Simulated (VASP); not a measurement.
SrO: electric field gradients with LDA

The system is SrO.

```
CELL_PARAMETERS angstrom
-0.07709 2.53125 2.53125
2.53125 -0.07709 2.53125
2.53125 2.53125 -0.07709
ATOMIC_POSITIONS crystal
Sr 0.00000 0.00000 0.00000
O 0.50000 0.50000 0.50000
```

This cell differs from its parent crystal: equal xy, yz and zx shear strains of -3 %.

- Program: VASP 6.6.1
- Task: electric field gradients
- Functional: LDA
- Potentials or basis: VASP PAW LDA potentials, release 64 (Sr_sv, O)
- Cutoff: 520 eV
- k mesh: 8 × 8 × 8
- Occupations: fermi-dirac, width 0.02 eV
- Spin: no spin polarisation
- Dipole correction: no
- Further INCAR settings: ALGO = Normal; EDIFF = 1e-08; NBANDS = 15

```yaml
Pressure: -3.5 GPa
Band_gap_on_the_k_mesh: 3.02 eV, indirect (least direct gap 3.13 eV)
```

Stress tensor (GPa, compression positive):
```
-3.52  1.56  1.56
 1.56 -3.52  1.56
 1.56  1.56 -3.52
```

Levels at points of the mesh, in eV from the valence-band top:
| k point | band 4 | band 5 | band 6 | band 7 | band 8 | band 9 | band 10 | band 11 | band 12 | band 13 |
| --- | --- | --- | --- | --- | --- | --- | --- | --- | --- | --- |
| (0.00, 0.00, 0.00) | -13.89 | -13.86 | -0.09 | -0.09 | 0.00 | 3.73 | 5.82 | 5.82 | 6.46 | 8.29 |
| (0.50, 0.00, 0.00) | -13.95 | -12.55 | -2.32 | -1.28 | -1.08 | 6.31 | 8.20 | 8.36 | 9.02 | 11.83 |
| (0.50, 0.50, 0.00) | -14.30 | -14.23 | -0.50 | -0.18 | -0.11 | 3.02 | 7.67 | 10.08 | 10.14 | 11.01 |
| (0.50, 0.50, 0.50) | -14.01 | -12.68 | -2.31 | -1.36 | -1.36 | 6.48 | 8.29 | 8.95 | 8.95 | 11.94 |

Electric field gradients, principal values (V/Å²):
| atom | least | middle | greatest (by size) |
| --- | --- | --- | --- |
| 1 Sr | -10.997 | -10.997 | 21.995 |
| 2 O | 1.273 | 1.273 | -2.546 |

Wall time 32 s on 1 thread of AMD EPYC 7R43 64-Core Processor (Zen 3) (shared host), peak memory 0.13 GiB.

Caveat: the cell differs from its parent crystal (equal xy, yz and zx shear strains of -3 %); without QUAD_EFG the Cq values of the log hold for a quadrupole moment of 1 mb, not for the nuclei. A k mesh can miss the band edges.
